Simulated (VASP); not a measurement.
# AlO2 (Pnma) in VASP: a series of runs

The runs below take AlO2 through single point, with PBEsol.

All numbers are computed with VASP 6.6.1; they aren't measurements. Logs are shortened: lines on timing, memory, paths and dates and some standing lists are left out, and cuts for length are marked.

### 1 The cell of the first run

It takes space group Pnma (No. 62, orthorhombic). The conventional cell has a = 9.291 Å, b = 2.895 Å, c = 4.844 Å, α = 90.00°, β = 90.00°, γ = 90.00°. Al (site symmetry m) has 6 O at 1.81 to 2.10 Å within 2.4 Å. Within 2.4 Å of O (site symmetry m) lie 3 Al at 1.81 to 1.82 Å. O (site symmetry m) has 3 Al at 1.90 to 2.10 Å and 3 O at 2.15 to 2.59 Å within 2.6 Å.

### 2 Single point, PBEsol, collinear spin

File INCAR:

```
PREC     = Accurate       # precision mode
ENCUT    = 600            # plane-wave cutoff, eV
EDIFF    = 1E-6           # SCF threshold, eV
ISMEAR   = 0              # smearing method
SIGMA    = 0.1            # smearing width, eV
LREAL    = F              # projectors in reciprocal space
LASPH    = T              # aspherical terms in the spheres
NELM     = 200            # most SCF steps
ALGO     = Normal         # electronic algorithm
ISIF     = 2              # what is computed and relaxed
LWAVE    = F              # write WAVECAR
LCHARG   = F              # write CHGCAR
ISPIN    = 2              # spin polarisation
MAGMOM   = 0 0 0 0 0 0 0 0 0.9 0.9 0.9 0.9 # initial moments
LORBIT   = 11             # projections on sites
GGA      = PS             # functional
NBANDS   = 46             # bands
GGA_COMPAT= F            
KPAR     = 4
```

File KPOINTS:

```
regular mesh
0
Gamma
  4 12 8
```

File POSCAR:

```
AlO2
1.0
    9.2912235333      0.0000000000      0.0000000000
    0.0000000000      2.8947154377      0.0000000000
    0.0000000000      0.0000000000      4.8437879110
Al O
4 8
Direct
    0.1629307226      0.2500000000      0.9618831807
    0.8370692774      0.7500000000      0.0381168193
    0.3370692774      0.7500000000      0.4618831807
    0.6629307226      0.2500000000      0.5381168193
    0.7699440978      0.2500000000      0.2264623564
    0.2300559022      0.7500000000      0.7735376436
    0.7300559022      0.7500000000      0.7264623564
    0.2699440978      0.2500000000      0.2735376436
    0.9676607349      0.2500000000      0.8481071528
    0.0323392651      0.7500000000      0.1518928472
    0.5323392651      0.7500000000      0.3481071528
    0.4676607349      0.2500000000      0.6518928472
```

Potentials or basis: VASP PAW PBE potentials, release 64 (Al, O).

Launch:

```sh
$ cat potpaw_PBE.64/Al/POTCAR potpaw_PBE.64/O/POTCAR > POTCAR
$ mpirun -np 4 vasp_std > vasp.out
```

OUTCAR:

```text
PREC = Accurate
   ENCUT = 600
   EDIFF = 1E-6
   ISMEAR = 0
   LREAL = F
   LASPH = T
   NELM = 200
   ISIF = 2
   ISPIN = 2
   LORBIT = 11
   GGA = PS

 ion  position               nearest neighbor table
   1  0.163  0.250  0.962-   8 1.81   6 1.82   6 1.82   9 1.90  10 2.10  10 2.10   3 3.25   3 3.25
                             3 3.25   3 3.25
   2  0.837  0.750  0.038-   7 1.81   5 1.82   5 1.82  10 1.90   9 2.10   9 2.10   4 3.25   4 3.25
                             4 3.25   4 3.25
   3  0.337  0.750  0.462-   6 1.81   8 1.82   8 1.82  11 1.90  12 2.10  12 2.10   1 3.25   1 3.25
                             1 3.25   1 3.25
   4  0.663  0.250  0.538-   5 1.81   7 1.82   7 1.82  12 1.90  11 2.10  11 2.10   2 3.25   2 3.25
                             2 3.25   2 3.25
   5  0.770  0.250  0.226-   4 1.81   2 1.82   2 1.82
   6  0.230  0.750  0.774-   3 1.81   1 1.82   1 1.82
   7  0.730  0.750  0.726-   2 1.81   4 1.82   4 1.82
   8  0.270  0.250  0.274-   1 1.81   3 1.82   3 1.82
   9  0.968  0.250  0.848-   1 1.90   2 2.10   2 2.10
  10  0.032  0.750  0.152-   2 1.90   1 2.10   1 2.10
  11  0.532  0.750  0.348-   3 1.90   4 2.10   4 2.10
  12  0.468  0.250  0.652-   4 1.90   3 2.10   3 2.10

  LATTYP: Found a simple orthorhombic cell.
 ALAT       =     2.8947154377
 B/A-ratio  =     1.6733209240
 C/A-ratio  =     3.2097191359

  Lattice vectors:

 A1 = (   0.0000000000,   2.8947154377,   0.0000000000)
 A2 = (   0.0000000000,   0.0000000000,   4.8437879110)
 A3 = (   9.2912235333,   0.0000000000,   0.0000000000)

Analysis of symmetry for initial positions (statically):
=====================================================================
 Subroutine PRICEL returns:
 Original cell was already a primitive cell.

 Routine SETGRP: Setting up the symmetry group for a
 simple orthorhombic supercell.

 Subroutine GETGRP returns: Found  8 space group operations
 (whereof  2 operations were pure point group operations)
 out of a pool of  8 trial point group operations.

The static configuration has the point symmetry S_2 .
 The point group associated with its full space group is D_2h.

Analysis of symmetry for dynamics (positions and initial velocities):
=====================================================================
 Subroutine PRICEL returns:
 Original cell was already a primitive cell.

 Routine SETGRP: Setting up the symmetry group for a
 simple orthorhombic supercell.

 Subroutine GETGRP returns: Found  8 space group operations
 (whereof  2 operations were pure point group operations)
 out of a pool of  8 trial point group operations.

The dynamic configuration has the point symmetry S_2 .
 The point group associated with its full space group is D_2h.

Analysis of structural, dynamic, and magnetic symmetry:
=====================================================================
 Subroutine PRICEL returns:
 Original cell was already a primitive cell.

 Routine SETGRP: Setting up the symmetry group for a
 simple orthorhombic supercell.

 Subroutine GETGRP returns: Found  8 space group operations
 (whereof  2 operations were pure point group operations)
 out of a pool of  8 trial point group operations.

The overall configuration has the point symmetry S_2 .
 The point group associated with its full space group is D_2h.

 Subroutine INISYM returns: Found  8 space group operations
 (whereof  2 operations are pure point group operations),
 and found     1 'primitive' translations

----------------------------------------------------------------------------------------

                                     Primitive cell

  volume of cell :     130.2758

  direct lattice vectors                    reciprocal lattice vectors
     9.291223533  0.000000000  0.000000000     0.107628451  0.000000000  0.000000000
     0.000000000  2.894715438  0.000000000     0.000000000  0.345457100  0.000000000
     0.000000000  0.000000000  4.843787911     0.000000000  0.000000000  0.206449997

  length of vectors
     9.291223533  2.894715438  4.843787911     0.107628451  0.345457100  0.206449997

  position of ions in fractional coordinates (direct lattice)
     0.162930723  0.250000000  0.961883181
     0.837069277  0.750000000  0.038116819
     0.337069277  0.750000000  0.461883181
[... 96 lines left out ...]
   EDIFF  = 0.1E-05   stopping-criterion for ELM
   LREAL  =      F    real-space projection
   EDIFFG = 0.1E-04   stopping-criterion for IOM
   NSW    =      0    number of steps for IOM
   IBRION =     -1    ionic relax: 0-MD 1-quasi-New 2-CG
   NFREE  =      0    steps in history (QN), initial steepest desc. (CG)
   ISIF   =      2    stress and relaxation
   ISYM   =      2    0-nonsym 1-usesym 2-fastsym
   POTIM  = 0.5000    time-step for ionic-motion
   TEBEG  =    0.0;   TEEND  =   0.0 temperature during run
   PSTRESS=    0.0 pullay stress
   NELECT =      60.0000    total number of electrons
   NUPDOWN=      -1.0000    fix difference up-down
   EMIN   =  10.00;   EMAX   =-10.00  energy-range for DOS
   EFERMI =   0.00;   METHOD = LEGACY
   ISMEAR =     0;   SIGMA  =   0.10  broadening in eV -4-tet -1-fermi 0-gaus
   EFERMI_NEDOS =   21; number of points for ismear=-14 and -15
   IALGO  =     38    algorithm
   IMIX   =      4    mixing-type and parameters
     AMIX     =   0.40;   BMIX     =  1.00
     AMIX_MAG =   1.60;   BMIX_MAG =  1.00
  volume/ion in A,a.u.               =      10.86        73.26
  Fermi-wavevector in a.u.,A,eV,Ry     =   1.264263  2.389110 21.747006  1.598360
  Thomas-Fermi vector in A             =   2.397577
   LORBIT       =     11    0 simple, 1 ext, 2 COOP (PROOUT), +10 PAW based schemes
   GGA     = PS    functional components
   LHFCALC =     F    Hartree Fock is set to
   AEXX    =    0.0000 exact exchange contribution
   IVDW    =     0    specifies the selected vdW correction
   LEPSILON=     F    determine dielectric tensor
   LRPA    =     F    only Hartree local field effects (RPA)
 spin polarized calculation
 Gauss-broadening in eV      SIGMA  =   0.10
  energy-cutoff  :      600.00
  volume of cell :      130.28
 maximum number of plane-waves:      4371
 NGX is ok and might be reduce to    80
   NGX = 37   NGY = 11   NGZ = 19

 number of electron      59.9999995 magnetization       4.0000822

 Free energy of the ion-electron system (eV)
  ---------------------------------------------------
  ext. energy  EPLUGINS =         0.00000000
  ---------------------------------------------------
  free energy    TOTEN  =       -84.41382773 eV

  energy without entropy =      -84.41345147  energy(sigma->0) =      -84.41363960

 E-fermi :   2.9548     XC(G=0): -10.2766

 val. band max:        2.9110432929   @ k =   0.0000   0.0000   0.0000
 cond. band min:       3.0393912966   @ k =   0.0000   0.2500   0.0000
 fundamental gap:      0.1283480036
 Fermi energy:         2.9548139639

 spin component 1

 k-point     1 :       0.0000    0.0000    0.0000
  band No.  band energies     occupation
      1     -17.1037      1.00000
      2     -16.8705      1.00000
      3     -15.2235      1.00000
      4     -14.6911      1.00000
      5     -14.2173      1.00000
      6     -13.9592      1.00000
[... 1069 lines left out ...]
     41      14.1650      0.00000
     42      14.1650      0.00000

 [... further k-points ...]

 spin component 2

 k-point     1 :       0.0000    0.0000    0.0000
  band No.  band energies     occupation
      1     -16.0770      1.00000
      2     -15.5445      1.00000
      3     -15.0677      1.00000
      4     -14.2519      1.00000
      5     -13.9105      1.00000
      6     -13.8308      1.00000
[... 1069 lines left out ...]
     41      14.5164      0.00000
     42      14.5164      0.00000

 [... further k-points ...]

 [bands above 42 left out]

------------------------ aborting loop because EDIFF is reached ----------------------------------------

  FORCE on cell =-STRESS in cart. coord.  units (eV):
  Direction    XX          YY          ZZ          XY          YZ          ZX
  --------------------------------------------------------------------------------------
  -------------------------------------------------------------------------------------
  Total       -1.8023230     -1.6900107     -1.7779501      0.0000000      0.0000000      0.0000000
  in kB      -22.1655906    -20.7843354    -21.8658438      0.0000000      0.0000000      0.0000000
  external PRESSURE =     -21.6052566 kB  Pullay stress =       0.0000000 kB

 VOLUME and BASIS-vectors are now :
 -----------------------------------------------------------------------------
  energy-cutoff  :      600.00
  volume of cell :      130.28
      direct lattice vectors                 reciprocal lattice vectors
     9.291223533  0.000000000  0.000000000     0.107628451  0.000000000  0.000000000
     0.000000000  2.894715438  0.000000000     0.000000000  0.345457100  0.000000000
     0.000000000  0.000000000  4.843787911     0.000000000  0.000000000  0.206449997

 POSITION                                       TOTAL-FORCE (eV/Angst)
 -----------------------------------------------------------------------------------
      1.51383      0.72368      4.65916         0.000116     -0.000000      0.002796
      7.77740      2.17104      0.18463        -0.000116      0.000000     -0.002796
      3.13179      2.17104      2.23726        -0.000116      0.000000      0.002796
      6.15944      0.72368      2.60652         0.000116     -0.000000     -0.002796
      7.15372      0.72368      1.09694        -0.004217     -0.000000      0.003779
      2.13750      2.17104      3.74685         0.004217     -0.000000     -0.003779
      6.78311      2.17104      3.51883         0.004217     -0.000000      0.003779
      2.50811      0.72368      1.32496        -0.004217     -0.000000     -0.003779
      8.99075      0.72368      4.10805        -0.005379     -0.000000      0.002183
      0.30047      2.17104      0.73574         0.005379      0.000000     -0.002183
      4.94608      2.17104      1.68616         0.005379     -0.000000      0.002183
      4.34514      0.72368      3.15763        -0.005379     -0.000000     -0.002183
 -----------------------------------------------------------------------------------
    total drift:                                0.000000     -0.000000      0.000000

  FREE ENERGIE OF THE ION-ELECTRON SYSTEM (eV)
  ---------------------------------------------------
  free  energy   TOTEN  =       -84.4138277327 eV

  energy  without entropy=      -84.4134514721  energy(sigma->0) =      -84.41363960

 total charge

# of ion       s       p       d       tot
------------------------------------------
    1        0.319   0.405   0.000   0.724
    2        0.319   0.405   0.000   0.724
    3        0.319   0.405   0.000   0.724
    4        0.319   0.405   0.000   0.724
    5        1.539   3.610   0.000   5.149
    6        1.539   3.610   0.000   5.149
    7        1.539   3.610   0.000   5.149
    8        1.539   3.610   0.000   5.149
    9        1.590   3.288   0.000   4.878
   10        1.590   3.288   0.000   4.878
   11        1.590   3.288   0.000   4.878
   12        1.590   3.288   0.000   4.878
--------------------------------------------------
tot         13.793  29.211   0.000  43.003

 magnetization (x)

# of ion       s       p       d       tot
------------------------------------------
    1       -0.005  -0.006   0.000  -0.011
    2       -0.005  -0.006   0.000  -0.011
    3       -0.005  -0.006   0.000  -0.011
    4       -0.005  -0.006   0.000  -0.011
    5        0.001   0.064   0.000   0.065
    6        0.001   0.064   0.000   0.065
    7        0.001   0.064   0.000   0.065
    8        0.001   0.064   0.000   0.065
    9        0.011   0.787   0.000   0.798
   10        0.011   0.787   0.000   0.798
   11        0.011   0.787   0.000   0.798
   12        0.011   0.787   0.000   0.798
--------------------------------------------------
tot          0.025   3.379   0.000   3.404
```

Wall time 4.7 min (4 MPI ranks of Intel Xeon 6975P-C (Granite Rapids), shared host); peak memory 1 GiB.

Results:

```yaml
Free_energy: -84.4138 eV
Pressure: -2.2 GPa
Largest_force: 0.006 eV/Å
Band_gap_on_the_k_mesh: 0.13 eV (least direct gap 0.35 eV)
Net_moment: 4.00 μB per cell
Site_moments: Al -0.01; O +0.07, +0.80 (each value once) μB
Valence_electrons_inside_the_program's_atomic_spheres: Al 0.72; O 5.15, 4.88 (each value once)
```

Forces in eV/Å, atoms in the order of the input:
```
Al   0.000  0.000  0.003
Al   0.000  0.000 -0.003
Al   0.000  0.000  0.003
Al   0.000  0.000 -0.003
O   -0.004  0.000  0.004
O    0.004  0.000 -0.004
O    0.004  0.000  0.004
O   -0.004  0.000 -0.004
O   -0.005  0.000  0.002
O    0.005  0.000 -0.002
O    0.005  0.000  0.002
O   -0.005  0.000 -0.002
```

Levels at points of the mesh, in eV from the valence-band top:
Spin up:
| k point | band 28 | band 29 | band 30 | band 31 | band 32 | band 33 | band 34 | band 35 | band 36 | band 37 |
| --- | --- | --- | --- | --- | --- | --- | --- | --- | --- | --- |
| (0.00, 0.00, 0.00) | -1.25 | -1.20 | -1.09 | -0.51 | -0.28 | 5.51 | 7.31 | 8.66 | 8.76 | 9.73 |
| (0.50, 0.00, 0.00) | -1.45 | -1.15 | -1.15 | -0.37 | -0.37 | 6.28 | 6.28 | 9.02 | 9.02 | 9.68 |
| (0.00, 0.50, 0.00) | -1.61 | -1.17 | -1.17 | -0.76 | -0.76 | 9.73 | 9.73 | 10.22 | 10.22 | 10.22 |
| (0.50, 0.50, 0.00) | -1.81 | -0.95 | -0.95 | -0.95 | -0.95 | 9.96 | 9.96 | 9.96 | 9.96 | 10.74 |
| (0.00, 0.00, 0.50) | -1.21 | -1.20 | -1.20 | -1.06 | -1.06 | 7.66 | 7.66 | 8.79 | 8.79 | 9.67 |
| (0.50, 0.00, 0.50) | -1.43 | -1.21 | -1.21 | -0.89 | -0.89 | 7.93 | 7.93 | 8.27 | 8.27 | 9.99 |
| (0.00, 0.50, 0.50) | -1.41 | -0.92 | -0.92 | -0.76 | -0.76 | 9.06 | 9.06 | 9.17 | 9.17 | 9.89 |
| (0.50, 0.50, 0.50) | -1.47 | -0.82 | -0.82 | -0.82 | -0.82 | 9.25 | 9.25 | 9.25 | 9.25 | 10.17 |
Spin down:
```
           k point  band 26  band 27  band 28  band 29  band 30  band 31
(0.00, 0.00, 0.00)    -0.87    -0.64     0.00     0.35     0.62     0.66
(0.50, 0.00, 0.00)    -1.44    -0.35    -0.35     0.64     0.64     0.64
(0.00, 0.50, 0.00)    -1.32    -1.12    -1.12     0.65     0.65     0.72
(0.50, 0.50, 0.00)    -1.20    -1.20    -1.20     0.67     0.67     0.67
(0.00, 0.00, 0.50)    -1.45    -0.70    -0.70     0.34     0.34     0.61
(0.50, 0.00, 0.50)    -1.61    -1.03    -1.03     0.45     0.45     0.61
(0.00, 0.50, 0.50)    -1.04    -0.79    -0.79     0.80     0.80     0.83
(0.50, 0.50, 0.50)    -0.95    -0.95    -0.95     0.83     0.83     0.83
```

Caveat: the PAW data sets were made with another functional, which shifts forces and pressure a little. A k mesh can miss the band edges.

[end of part 1 of 2]
